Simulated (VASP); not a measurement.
# ZrB2 in VASP: further runs

Aim: see how the results for ZrB2 move with the level of theory and the settings. Levels: PBEsol, PBE. Tasks: single point.

Program: VASP 6.6.1. These are calculated values, not measurements. Logs are shortened: lines on timing, memory, paths and dates and some standing lists are left out, and cuts for length are marked.

## 1. The cell of the first run

The structure is hexagonal, space group P6/mmm (No. 191). The conventional cell has a = 3.232 Å, b = 3.232 Å, c = 3.602 Å, α = 90.00°, β = 90.00°, γ = 120.00°. Zr (site symmetry 6/mmm) has 12 B at 2.59 Å and 6 Zr at 3.23 Å within 3.4 Å. B (site symmetry -6m2) has 3 B at 1.87 Å within 2.5 Å.

## 2. Single point, PBEsol (volume scaled by 1.06)

INCAR reads:

```
PREC = Accurate
ENCUT = 520
EDIFF = 1E-6
ISMEAR = -1
SIGMA = 0.05
LREAL = F
LASPH = T
NELM = 60
ALGO = Normal
ISIF = 2
LWAVE = F
LCHARG = F
GGA = PS
NBANDS = 16
```

KPOINTS reads:

```
Automatic mesh
0
Gamma
  10 10 8
```

POSCAR reads:

```
ZrB2
1.0
    3.2321726471      0.0000000000      0.0000000000
   -1.6160863235      2.7991436218      0.0000000000
    0.0000000000      0.0000000000      3.6022921016
Zr B
1 2
Direct
    0.0000000000      0.0000000000      0.0000000000
    0.6666666667      0.3333333333      0.5000000000
    0.3333333333      0.6666666667      0.5000000000
```

Potentials or basis: VASP PAW PBE potentials, release 64 (Zr_sv, B).

Started as:

```console
cat potpaw_PBE.64/Zr_sv/POTCAR potpaw_PBE.64/B/POTCAR > POTCAR
mpirun -np 1 vasp_std > vasp.out
```

OUTCAR:

```text
PREC = Accurate
   ENCUT = 520
   EDIFF = 1E-6
   ISMEAR = -1
   LREAL = F
   LASPH = T
   NELM = 60
   ISIF = 2
   GGA = PS

 ion  position               nearest neighbor table
   1  0.000  0.000  0.000-   2 2.59   3 2.59   2 2.59   3 2.59   3 2.59   3 2.59   2 2.59   2 2.59
                             2 2.59   2 2.59   3 2.59   3 2.59
   2  0.667  0.333  0.500-   3 1.87   3 1.87   3 1.87   1 2.59   1 2.59   1 2.59   1 2.59   1 2.59
                             1 2.59
   3  0.333  0.667  0.500-   2 1.87   2 1.87   2 1.87   1 2.59   1 2.59   1 2.59   1 2.59   1 2.59
                             1 2.59

  LATTYP: Found a hexagonal cell.
 ALAT       =     3.2321726471
 C/A-ratio  =     1.1145110410

  Lattice vectors:

 A1 = (   3.2321726471,   0.0000000000,   0.0000000000)
 A2 = (  -1.6160863235,   2.7991436218,   0.0000000000)
 A3 = (   0.0000000000,   0.0000000000,   3.6022921016)

Analysis of symmetry for initial positions (statically):
=====================================================================
 Subroutine PRICEL returns:
 Original cell was already a primitive cell.

 Routine SETGRP: Setting up the symmetry group for a
 hexagonal supercell.

 Subroutine GETGRP returns: Found 24 space group operations
 (whereof 24 operations were pure point group operations)
 out of a pool of 24 trial point group operations.

The static configuration has the point symmetry D_6h.

Analysis of symmetry for dynamics (positions and initial velocities):
=====================================================================
 Subroutine PRICEL returns:
 Original cell was already a primitive cell.

 Routine SETGRP: Setting up the symmetry group for a
 hexagonal supercell.

 Subroutine GETGRP returns: Found 24 space group operations
 (whereof 24 operations were pure point group operations)
 out of a pool of 24 trial point group operations.

The dynamic configuration has the point symmetry D_6h.

 Subroutine INISYM returns: Found 24 space group operations
 (whereof 24 operations are pure point group operations),
 and found     1 'primitive' translations

----------------------------------------------------------------------------------------

                                     Primitive cell

  volume of cell :      32.5911

  direct lattice vectors                    reciprocal lattice vectors
     3.232172647  0.000000000  0.000000000     0.309389414  0.178626061  0.000000000
    -1.616086324  2.799143622  0.000000000     0.000000000  0.357252122  0.000000000
     0.000000000  0.000000000  3.602292102     0.000000000  0.000000000  0.277601031

  length of vectors
     3.232172647  3.232172647  3.602292102     0.357252122  0.357252122  0.277601031

  position of ions in fractional coordinates (direct lattice)
     0.000000000  0.000000000  0.000000000
     0.666666667  0.333333333  0.500000000
     0.333333333  0.666666667  0.500000000

  ion indices of the primitive-cell ions
   primitive index   ion index
                 1           1
                 2           2
                 3           3

----------------------------------------------------------------------------------------

 KPOINTS: Automatic mesh

Automatic generation of k-mesh.
 Grid dimensions read from file:
 generate k-points for:   10   10    8

 Generating k-lattice:

  Cartesian coordinates                     Fractional coordinates (reciprocal lattice)
     0.030938941  0.017862606  0.000000000     0.100000000  0.000000000  0.000000000
     0.000000000  0.035725212  0.000000000     0.000000000  0.100000000  0.000000000
     0.000000000  0.000000000  0.034700129     0.000000000  0.000000000  0.125000000

  Length of vectors
     0.035725212  0.035725212  0.034700129

  Shift w.r.t. Gamma in fractional coordinates (k-lattice)
     0.000000000  0.000000000  0.000000000

 Subroutine IBZKPT returns following result:
 ===========================================

 Found     70 irreducible k-points:

 Following reciprocal coordinates:
            Coordinates               Weight
  0.000000  0.000000  0.000000      1.000000
  0.100000 -0.000000  0.000000      6.000000
  0.200000 -0.000000  0.000000      6.000000
  0.300000 -0.000000  0.000000      6.000000
  0.400000 -0.000000  0.000000      6.000000
  0.500000  0.000000  0.000000      3.000000
[... 16 lines left out ...]
  0.300000  0.100000  0.125000     24.000000
  0.400000  0.100000  0.125000     24.000000
 [... further k-points ...]
   k-points           NKPTS =     70   k-points in BZ     NKDIM =     70   number of bands    NBANDS=     16
   number of dos      NEDOS =    301   number of ions     NIONS =      3
   total plane-waves  NPLWV =  16128
   dimension x,y,z NGX =    24 NGY =   24 NGZ =   28
   dimension x,y,z NGXF=    48 NGYF=   48 NGZF=   56
   ions per type =               1   2
   NGX,Y,Z   is equivalent  to a cutoff of  12.34, 12.34, 12.92 a.u.
   NGXF,Y,Z  is equivalent  to a cutoff of  24.69, 24.69, 25.84 a.u.
 SYSTEM =  unknown system
   PREC   = accura    normal or accurate (medium, high low for compatibility)
   ISTART =      0    job   : 0-new  1-cont  2-samecut
   ICHARG =      2    charge: 1-file 2-atom 10-const
   ISPIN  =      1    spin polarized calculation?
   LNONCOLLINEAR =      F non collinear calculations
   LSORBIT =      F    spin-orbit coupling
   LASPH  =      T    aspherical Exc in radial PAW
   ENCUT  =  520.0 eV  38.22 Ry    6.18 a.u.   6.01  6.01  6.70*2*pi/ulx,y,z
   NELM   =     60;   NELMIN=  2; NELMDL= -5     # of ELM steps
   EDIFF  = 0.1E-05   stopping-criterion for ELM
   LREAL  =      F    real-space projection
   EDIFFG = 0.1E-04   stopping-criterion for IOM
   NSW    =      0    number of steps for IOM
   IBRION =     -1    ionic relax: 0-MD 1-quasi-New 2-CG
   NFREE  =      0    steps in history (QN), initial steepest desc. (CG)
   ISIF   =      2    stress and relaxation
   ISYM   =      2    0-nonsym 1-usesym 2-fastsym
   POTIM  = 0.5000    time-step for ionic-motion
   TEBEG  =    0.0;   TEEND  =   0.0 temperature during run
   PSTRESS=    0.0 pullay stress
   NELECT =      18.0000    total number of electrons
   NUPDOWN=      -1.0000    fix difference up-down
   EMIN   =  10.00;   EMAX   =-10.00  energy-range for DOS
   EFERMI =   0.00;   METHOD = LEGACY
   ISMEAR =    -1;   SIGMA  =   0.05  broadening in eV -4-tet -1-fermi 0-gaus
   EFERMI_NEDOS =   21; number of points for ismear=-14 and -15
   IALGO  =     38    algorithm
   IMIX   =      4    mixing-type and parameters
     AMIX     =   0.40;   BMIX     =  1.00
     AMIX_MAG =   1.60;   BMIX_MAG =  1.00
  volume/ion in A,a.u.               =      10.86        73.31
  Fermi-wavevector in a.u.,A,eV,Ry     =   1.343176  2.538234 24.546551  1.804121
  Thomas-Fermi vector in A             =   2.471270
   LORBIT       =      0    0 simple, 1 ext, 2 COOP (PROOUT), +10 PAW based schemes
   GGA     = PS    functional components
   LHFCALC =     F    Hartree Fock is set to
   AEXX    =    0.0000 exact exchange contribution
   IVDW    =     0    specifies the selected vdW correction
   LEPSILON=     F    determine dielectric tensor
   LRPA    =     F    only Hartree local field effects (RPA)
 non-spin polarized calculation
  energy-cutoff  :      520.00
  volume of cell :       32.59
 maximum number of plane-waves:       898
   NGX = 13   NGY = 13   NGZ = 13

 number of electron      18.0000000 magnetization

 Free energy of the ion-electron system (eV)
  ---------------------------------------------------
  ext. energy  EPLUGINS =         0.00000000
  ---------------------------------------------------
  free energy    TOTEN  =       -26.27885118 eV

  energy without entropy =      -26.27587161  energy(sigma->0) =      -26.27736140

 E-fermi :   9.7043     XC(G=0): -12.2679

 val. band max:        9.6643564621   @ k =   0.2000   0.2000   0.1250
 cond. band min:       9.8479562104   @ k =   0.0000   0.0000   0.2500
 fundamental gap:      0.1835997484
 Fermi energy:         9.7043107444

 k-point     1 :       0.0000    0.0000    0.0000
  band No.  band energies     occupation
      1     -38.9057      2.00000
      2     -17.0917      2.00000
      3     -16.6156      2.00000
      4     -16.6156      2.00000
      5      -2.6246      2.00000
      6       7.2867      2.00000
[... 8 lines left out ...]
     15      14.7158      0.00000
     16      14.7158      0.00000

 k-point     2 :       0.1000   -0.0000    0.0000
  band No.  band energies     occupation
      1     -38.8971      2.00000
      2     -17.0784      2.00000
      3     -16.6947      2.00000
      4     -16.6330      2.00000
      5      -2.4357      2.00000
      6       6.7202      2.00000
[... 8 lines left out ...]
     15      15.2828      0.00000
     16      15.8243      0.00000

 k-point     3 :       0.2000   -0.0000    0.0000
  band No.  band energies     occupation
      1     -38.8743      2.00000
      2     -17.0435      2.00000
      3     -16.8967      2.00000
      4     -16.6781      2.00000
      5      -1.8950      2.00000
      6       5.4706      2.00000
[... 8 lines left out ...]
     15      16.2330      0.00000
     16      16.9403      0.00000

 k-point     4 :       0.3000   -0.0000    0.0000
  band No.  band energies     occupation
      1     -38.8459      2.00000
      2     -17.1370      2.00000
      3     -16.9999      2.00000
      4     -16.7333      2.00000
      5      -1.0628      2.00000
      6       4.0388      2.00000
[... 8 lines left out ...]
     15      17.0925      0.00000
     16      19.0289      0.00000
[... 324 lines left out ...]
 k-point    22 :       0.2000    0.1000    0.1250
  band No.  band energies     occupation
      1     -38.8537      2.00000
      2     -17.0577      2.00000
      3     -17.0272      2.00000
      4     -16.7308      2.00000
      5      -1.2459      2.00000
      6       4.7121      2.00000
[... 8 lines left out ...]
     15      16.5635      0.00000
     16      17.8365      0.00000

 k-point    23 :       0.3000    0.1000    0.1250
  band No.  band energies     occupation
      1     -38.8280      2.00000
      2     -17.2289      2.00000
      3     -17.0121      2.00000
      4     -16.7946      2.00000
      5      -0.3549      2.00000
      6       3.3220      2.00000
[... 8 lines left out ...]
     15      16.7912      0.00000
     16      19.5587      0.00000

 k-point    24 :       0.4000    0.1000    0.1250
  band No.  band energies     occupation
      1     -38.8120      2.00000
      2     -17.3480      2.00000
      3     -16.9862      2.00000
      4     -16.8337      2.00000
      5       0.7254      2.00000
      6       1.9785      2.00000
[... 8 lines left out ...]
     15      17.4688      0.00000
     16      19.2943      0.00000

 [... further k-points ...]
[... 5 lines left out ...]
  --------------------------------------------------------------------------------------
  -------------------------------------------------------------------------------------
  Total       -3.3270680     -3.3270680     -3.0967449     -0.0000000      0.0000000      0.0000000
  in kB     -163.5586807   -163.5586807   -152.2359965     -0.0000000      0.0000000      0.0000000
  external PRESSURE =    -159.7844526 kB  Pullay stress =       0.0000000 kB

 VOLUME and BASIS-vectors are now :
 -----------------------------------------------------------------------------
  energy-cutoff  :      520.00
  volume of cell :       32.59
      direct lattice vectors                 reciprocal lattice vectors
     3.232172647  0.000000000  0.000000000     0.309389414  0.178626061  0.000000000
    -1.616086324  2.799143622  0.000000000     0.000000000  0.357252122  0.000000000
     0.000000000  0.000000000  3.602292102     0.000000000  0.000000000  0.277601031

 POSITION                                       TOTAL-FORCE (eV/Angst)
 -----------------------------------------------------------------------------------
      0.00000      0.00000      0.00000         0.000000      0.000000      0.000000
      1.61609      0.93305      1.80115         0.000000     -0.000000     -0.000000
     -0.00000      1.86610      1.80115        -0.000000      0.000000      0.000000
 -----------------------------------------------------------------------------------
    total drift:                               -0.000000      0.000000      0.000000

  FREE ENERGIE OF THE ION-ELECTRON SYSTEM (eV)
  ---------------------------------------------------
  free  energy   TOTEN  =       -26.2788511797 eV

  energy  without entropy=      -26.2758716131  energy(sigma->0) =      -26.27736140
```

Run time: 18 s. Hardware: 1 thread of AMD EPYC 9R45 (Zen 5), shared host; peak memory 0.13 GiB.

Results:

| Quantity | Value |
| --- | --- |
| Free energy | -26.2789 eV |
| Pressure | -16.0 GPa |
| Band gap on the k mesh | zero (band 9 reaches 10.32 eV, above the bottom of band 10 at 9.58 eV) |

Levels at points of the mesh, in eV from the Fermi level:
| k point | band 5 | band 6 | band 7 | band 8 | band 9 | band 10 | band 11 | band 12 | band 13 | band 14 |
| --- | --- | --- | --- | --- | --- | --- | --- | --- | --- | --- |
| (0.00, 0.00, 0.00) | -12.33 | -2.42 | -2.42 | -2.40 | -2.25 | 3.22 | 3.22 | 4.00 | 4.00 | 4.61 |
| (0.50, 0.00, 0.00) | -8.61 | -8.32 | -3.61 | -2.87 | -2.46 | 2.22 | 2.24 | 4.66 | 4.71 | 6.23 |
| (0.00, 0.00, 0.50) | -10.48 | -6.72 | -0.82 | -0.82 | 0.38 | 0.38 | 0.80 | 0.80 | 1.77 | 5.00 |
| (0.50, 0.00, 0.50) | -9.53 | -6.79 | -4.31 | -3.87 | -2.01 | 3.53 | 3.88 | 5.00 | 5.84 | 6.12 |

Caveat: the PAW data sets were made with another functional, which shifts forces and pressure a little.

[end of part 1 of 2]
